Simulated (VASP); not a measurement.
In, 1 atom in the cell. The typed cell holds 1 atom: a = 3.266 Å, b = 3.266 Å, c = 3.266 Å, α = 120.01°, β = 120.01°, γ = 89.98°. 

| Property | Result |
| --- | --- |
| Program | VASP 6.6.1 |
| Task | single point |
| Functional | LDA |
| Potentials or basis | VASP PAW LDA potentials, release 64 (In_d) |
| Cutoff | 520 eV |
| k mesh | 18 × 18 × 18 |
| Occupations | gaussian, width 0.1 eV |
| Spin | no spin polarisation |
| Dipole correction | no |
| Further INCAR settings | ALGO = Fast; EDIFF = 1e-07; NBANDS = 12 |

Potentials or basis: VASP PAW LDA potentials, release 64 (In_d).

Launch:

```console
$ cat potpaw_LDA.64/In_d/POTCAR > POTCAR
$ mpirun -np 1 vasp_std > vasp.out
```

Hardware: 1 thread of Intel(R) Xeon(R) 6975P-C (Granite Rapids) (shared host).

Task: Estimate the wall time of this run.

Result: Wall time 36 s on 1 thread of Intel(R) Xeon(R) 6975P-C (Granite Rapids), with other jobs on the host, peak memory 0.23 GiB. Counts: scf iterations 14, k points 480.
